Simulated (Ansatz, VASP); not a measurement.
# One calculation of Ba2B5, two programs

Contents of INCAR:

```
  ALGO = Normal
  EDIFF = 1E-6
  EDIFFG = -0.01
  ENCUT = 600
  GGA = PE
  IBRION = 2
  ISIF = 3
  ISMEAR = 0
  LASPH = T
  LCHARG = F
  LREAL = F
  LWAVE = F
  NELM = 100
  NSW = 100
  PREC = Accurate
  SIGMA = 0.1
```

Contents of KPOINTS:

```
k-points
0
Gamma
  12 12 4
```

File POSCAR:

```
Ba2B5
1.0
    3.5997913525      0.0000000000      0.0000000000
   -1.7998956763      3.1175107596      0.0000000000
    0.0000000000      0.0000000000     11.2793000062
Ba B
2 5
Direct
    0.0000000000      0.0000000000      0.7470602386
    0.0000000000      0.0000000000      0.2529397614
    0.5000000000      0.0000000000      0.5000000000
    0.0000000000      0.5000000000      0.5000000000
    0.5000000000      0.5000000000      0.5000000000
    0.0000000000      0.0000000000      0.0000000000
    0.0000000000      0.0000000000      0.5000000000
```

Input for Ansatz:

```yaml
crystal:
  lattice:
    - [3.5997913525, 0.0, 0.0]
    - [-1.7998956763, 3.1175107596, 0.0]
    - [0.0, 0.0, 11.2793000062]
  atoms:
    - { symbol: Ba, position: [0.0, 0.0, 0.7470602386] }
    - { symbol: Ba, position: [0.0, 0.0, 0.2529397614] }
    - { symbol: B, position: [0.5, 0.0, 0.5] }
    - { symbol: B, position: [0.0, 0.5, 0.5] }
    - { symbol: B, position: [0.5, 0.5, 0.5] }
    - { symbol: B, position: [0.0, 0.0, 0.0] }
    - { symbol: B, position: [0.0, 0.0, 0.5] }
basis:
  ecutwfc: 420
kpoints:
  mp_grid: { grid: [12, 12, 4] }
hamiltonian:
  xc: pbe
scf:
  occupations: { method: gaussian, width: 0.1 }
output:
  forces: true
  stress: true
  eigenvalues: true
relax:
  adjacent_minimum: "off"
  f_tol: 0.01
  max_steps: 80
  cell: { stress_tol: 0.05 }
```

Alike in both runs: task relaxation of cell and atoms; functional PBE; k mesh 12 × 12 × 4; occupations gaussian, width 0.1 eV; no spin polarisation.

|  | VASP | Ansatz |
| --- | --- | --- |
| version | VASP 6.6.1 | Ansatz 0.2.0 |
| potentials or method | VASP PAW PBE potentials, release 64 (Ba_sv, B), cutoff 600 eV | scalar-relativistic, plane waves, PAW |
| valence electrons in the cell | 35 | 35 |

```tsv
	VASP	Ansatz	Ansatz less VASP
gap on the k mesh at the Fermi level, each at its own relaxed structure (eV)	none	none	-
relaxed volume (Å³/atom)	18.32	18.09	-0.233
relaxed cell length with the largest relative difference (Å)	11.424	11.322	-0.1027
```

A gap of «none» marks a metal or a gap that the smearing closes.

Spin-orbit coupling is off throughout.
